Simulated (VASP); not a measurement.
# MgO (I4/mmm) in VASP: a series of runs

MgO is run at these levels: PBEsol; tasks: single point.

Program: VASP 6.6.1. These are calculated values, not measurements. Logs are shortened: lines on timing, memory, paths and dates and some standing lists are left out, and cuts for length are marked.

## (1) The cell of the first run

Symmetry: I4/mmm, No. 139, tetragonal system. The conventional cell has a = 2.980 Å, b = 2.980 Å, c = 3.961 Å, α = 90.00°, β = 90.00°, γ = 90.00°. Mg (site symmetry 4/mmm) has 6 O at 1.98 to 2.11 Å within 2.6 Å. Within 2.6 Å of O (site symmetry 4/mmm) lie 6 Mg at 1.98 to 2.11 Å.

## (2) Single point, PBEsol (strain -0.0600 x Voigt [0, 0, 1, 0, 0, 0])

Contents of INCAR:

```
PREC = Accurate
ENCUT = 520
EDIFF = 1E-6
ISMEAR = 0
SIGMA = 0.05
LREAL = False
LASPH = True
NELM = 80
ALGO = Normal
ISIF = 2
LWAVE = False
LCHARG = False
GGA = PS
NBANDS = 11
```

Contents of KPOINTS:

```
regular mesh
0
Gamma
  10 10 10
```

Contents of POSCAR:

```
MgO
1.0
    0.0000000000      2.1071057202      1.9806793770
    2.1071057202      0.0000000000      1.9806793770
    2.1071057202      2.1071057202      0.0000000000
Mg O
1 1
Direct
    0.0000000000      0.0000000000      0.0000000000
    0.5000000000      0.5000000000      0.5000000000
```

Potentials or basis: VASP PAW PBE potentials, release 64 (Mg, O).

Run with:

```console
> cat potpaw_PBE.64/Mg/POTCAR potpaw_PBE.64/O/POTCAR > POTCAR
> mpirun -np 1 vasp_std > vasp.out
```

OUTCAR:

```text
PREC = Accurate
   ENCUT = 520
   EDIFF = 1E-6
   ISMEAR = 0
   LREAL = False
   LASPH = True
   NELM = 80
   ISIF = 2
   GGA = PS

 ion  position               nearest neighbor table
   1  0.000  0.000  0.000-   2 1.98   2 1.98   2 2.11   2 2.11   2 2.11   2 2.11
   2  0.500  0.500  0.500-   1 1.98   1 1.98   1 2.11   1 2.11   1 2.11   1 2.11

  LATTYP: Found a body centered tetragonal cell.
 ALAT       =     2.9798974869
 C/A-ratio  =     1.3293607486

  Lattice vectors:

 A1 = (   0.0000000000,  -2.1071057202,  -1.9806793770)
 A2 = (   0.0000000000,   2.1071057202,  -1.9806793770)
 A3 = (   2.1071057202,   0.0000000000,   1.9806793770)

Analysis of symmetry for initial positions (statically):
=====================================================================
 Subroutine PRICEL returns:
 Original cell was already a primitive cell.

 Routine SETGRP: Setting up the symmetry group for a
 body centered tetragonal supercell.

 Subroutine GETGRP returns: Found 16 space group operations
 (whereof 16 operations were pure point group operations)
 out of a pool of 16 trial point group operations.

The static configuration has the point symmetry D_4h.

Analysis of symmetry for dynamics (positions and initial velocities):
=====================================================================
 Subroutine PRICEL returns:
 Original cell was already a primitive cell.

 Routine SETGRP: Setting up the symmetry group for a
 body centered tetragonal supercell.

 Subroutine GETGRP returns: Found 16 space group operations
 (whereof 16 operations were pure point group operations)
 out of a pool of 16 trial point group operations.

The dynamic configuration has the point symmetry D_4h.

 Subroutine INISYM returns: Found 16 space group operations
 (whereof 16 operations are pure point group operations),
 and found     1 'primitive' translations

----------------------------------------------------------------------------------------

                                     Primitive cell

  volume of cell :      17.5880

  direct lattice vectors                    reciprocal lattice vectors
     0.000000000  2.107105720  1.980679377    -0.237292318  0.237292318  0.252438636
     2.107105720  0.000000000  1.980679377     0.237292318 -0.237292318  0.252438636
     2.107105720  2.107105720  0.000000000     0.237292318  0.237292318 -0.252438636

  length of vectors
     2.891882659  2.891882659  2.979897487     0.419929224  0.419929224  0.419929224

  position of ions in fractional coordinates (direct lattice)
     0.000000000  0.000000000  0.000000000
     0.500000000  0.500000000  0.500000000

  ion indices of the primitive-cell ions
   primitive index   ion index
                 1           1
[... 80 lines left out ...]
   ISYM   =      2    0-nonsym 1-usesym 2-fastsym
   POTIM  = 0.5000    time-step for ionic-motion
   TEBEG  =    0.0;   TEEND  =   0.0 temperature during run
   PSTRESS=    0.0 pullay stress
   NELECT =       8.0000    total number of electrons
   NUPDOWN=      -1.0000    fix difference up-down
   EMIN   =  10.00;   EMAX   =-10.00  energy-range for DOS
   EFERMI =   0.00;   METHOD = LEGACY
   ISMEAR =     0;   SIGMA  =   0.05  broadening in eV -4-tet -1-fermi 0-gaus
   EFERMI_NEDOS =   21; number of points for ismear=-14 and -15
   IALGO  =     38    algorithm
   IMIX   =      4    mixing-type and parameters
     AMIX     =   0.40;   BMIX     =  1.00
     AMIX_MAG =   1.60;   BMIX_MAG =  1.00
  volume/ion in A,a.u.               =       8.79        59.34
  Fermi-wavevector in a.u.,A,eV,Ry     =   1.259020  2.379202 21.567014  1.585131
  Thomas-Fermi vector in A             =   2.392600
   LORBIT       =      0    0 simple, 1 ext, 2 COOP (PROOUT), +10 PAW based schemes
   GGA     = PS    functional components
   LHFCALC =     F    Hartree Fock is set to
   AEXX    =    0.0000 exact exchange contribution
   IVDW    =     0    specifies the selected vdW correction
   LEPSILON=     F    determine dielectric tensor
   LRPA    =     F    only Hartree local field effects (RPA)
 non-spin polarized calculation
 Gauss-broadening in eV      SIGMA  =   0.05
  energy-cutoff  :      520.00
  volume of cell :       17.59
 maximum number of plane-waves:       499
 NGX is ok and might be reduce to    24
   NGX = 11   NGY = 11   NGZ = 11

 number of electron       8.0000000 magnetization

 Free energy of the ion-electron system (eV)
  ---------------------------------------------------
  ext. energy  EPLUGINS =         0.00000000
  ---------------------------------------------------
  free energy    TOTEN  =       -12.43415388 eV

  energy without entropy =      -12.43415388  energy(sigma->0) =      -12.43415388

 E-fermi :   3.8741     XC(G=0): -11.5998

 val. band max:        3.5723260828   @ k =   0.0000   0.0000   0.0000
 cond. band min:       8.7342175109   @ k =   0.0000   0.0000   0.0000
 fundamental gap:      5.1618914281
 Fermi energy:         3.8741320590

 k-point     1 :       0.0000    0.0000    0.0000
  band No.  band energies     occupation
      1     -14.0053      2.00000
      2       3.4361      2.00000
      3       3.5723      2.00000
      4       3.5723      2.00000
      5       8.7342      0.00000
      6      19.3190      0.00000
      7      19.3190      0.00000
      8      19.9951      0.00000
      9      23.5581      0.00000
     10      24.4174      0.00000
     11      26.6209      0.00000
[... 309 lines left out ...]
 k-point    24 :       0.4000    0.3000    0.0000
  band No.  band energies     occupation
      1     -12.4941      2.00000
      2      -0.2494      2.00000
      3       2.0117      2.00000
      4       2.2004      2.00000
      5      13.1229      0.00000
      6      13.7881      0.00000
      7      18.3373      0.00000
      8      21.9228      0.00000
      9      22.2426      0.00000
     10      28.5331      0.00000
     11      32.4693      0.00000

 [... further k-points ...]
[... 5 lines left out ...]
  --------------------------------------------------------------------------------------
  -------------------------------------------------------------------------------------
  Total        0.6190193      0.6190193      2.7975493      0.0000000     -0.0000000     -0.0000000
  in kB       56.3894633     56.3894633    254.8422890      0.0000000     -0.0000000     -0.0000000
  external PRESSURE =     122.5404052 kB  Pullay stress =       0.0000000 kB

 VOLUME and BASIS-vectors are now :
 -----------------------------------------------------------------------------
  energy-cutoff  :      520.00
  volume of cell :       17.59
      direct lattice vectors                 reciprocal lattice vectors
     0.000000000  2.107105720  1.980679377    -0.237292318  0.237292318  0.252438636
     2.107105720  0.000000000  1.980679377     0.237292318 -0.237292318  0.252438636
     2.107105720  2.107105720  0.000000000     0.237292318  0.237292318 -0.252438636

 POSITION                                       TOTAL-FORCE (eV/Angst)
 -----------------------------------------------------------------------------------
      0.00000      0.00000      0.00000         0.000000      0.000000      0.000000
      2.10711      2.10711      1.98068        -0.000000     -0.000000      0.000000
 -----------------------------------------------------------------------------------
    total drift:                               -0.000000     -0.000000      0.000000

  FREE ENERGIE OF THE ION-ELECTRON SYSTEM (eV)
  ---------------------------------------------------
  free  energy   TOTEN  =       -12.4341538771 eV

  energy  without entropy=      -12.4341538771  energy(sigma->0) =      -12.43415388
```

stdout:

```text
POSCAR found type information on POSCAR MgO
 POSCAR found :  2 types and       2 ions
 scaLAPACK will be used
 -----------------------------------------------------------------------------
|                                                                             |
|                                                                             |
|     You enforced a specific xc type in the INCAR file but a different       |
|     I HOPE YOU KNOW WHAT YOU ARE DOING!                                     |
|                                                                             |
 -----------------------------------------------------------------------------

 LDA part: xc-table for (Slater+PW92), standard interpolation
 POSCAR, INCAR and KPOINTS ok, starting setup
 FFT: planning ... GRIDC
 FFT: planning ... GRID_SOFT
 FFT: planning ... GRID
 WAVECAR not read
 entering main loop
```

It used 20 s of CPU time on 1 thread of AMD EPYC 7R13 Processor (Zen 3) (shared host).

What came out:

```
Free energy            : -12.4342 eV
Pressure               : 12.3 GPa
Band gap on the k mesh : 5.16 eV, direct
```

Caveat: the cell differs from its parent crystal (strain -0.0600 x Voigt [0, 0, 1, 0, 0, 0]); the PAW data sets were made with another functional, which shifts forces and pressure a little.

## (3) Single point, PBEsol (strain -0.0450 x Voigt [0, 0, 1, 0, 0, 0])

Contents of INCAR:

```
PREC = Accurate ; ENCUT = 520
EDIFF = 1E-6 ; ISMEAR = 0
SIGMA = 0.05 ; LREAL = F
LASPH = T ; NELM = 100
ALGO = Normal ; ISIF = 2
LWAVE = F ; LCHARG = F
GGA = PS ; NBANDS = 11
```

Contents of KPOINTS:

```
Automatic mesh
0
Gamma
  10 10 10
```

Contents of POSCAR:

```
MgO
1.0
    0.0000000000      2.1071057202      2.0122859628
    2.1071057202      0.0000000000      2.0122859628
    2.1071057202      2.1071057202      0.0000000000
Mg O
1 1
Direct
    0.0000000000      0.0000000000      0.0000000000
    0.5000000000      0.5000000000      0.5000000000
```

Potentials or basis: VASP PAW PBE potentials, release 64 (Mg, O).

Run with:

```console
> cat potpaw_PBE.64/Mg/POTCAR potpaw_PBE.64/O/POTCAR > POTCAR
> mpirun -np 1 vasp_std > vasp.out
```

Run time: 29 s. Hardware: 1 thread of AMD EPYC 7R13 (Zen 3), shared host; peak memory 0.12 GiB.

The run converged. Its results:

* Free energy: -12.4717 eV
* Pressure: 8.4 GPa
* Band gap on the k mesh: 5.03 eV, direct

Stress tensor (GPa, compression positive):
```
 3.96  0.00  0.00
 0.00  3.96  0.00
 0.00  0.00 17.16
```

Levels at points of the mesh, in eV from the valence-band top:
| k point | band 2 | band 3 | band 4 | band 5 | band 6 | band 7 |
| --- | --- | --- | --- | --- | --- | --- |
| (0.00, 0.00, 0.00) | -0.10 | 0.00 | 0.00 | 5.03 | 15.71 | 15.71 |
| (0.50, 0.00, 0.00) | -4.91 | -0.80 | -0.70 | 7.98 | 12.96 | 16.09 |
| (0.50, 0.50, 0.00) | -4.23 | -1.60 | -1.60 | 8.61 | 10.31 | 13.83 |
| (0.50, 0.00, 0.50) | -4.43 | -1.53 | -1.25 | 9.12 | 10.37 | 13.21 |

Caveat: the cell differs from its parent crystal (strain -0.0450 x Voigt [0, 0, 1, 0, 0, 0]); the PAW data sets were made with another functional, which shifts forces and pressure a little.
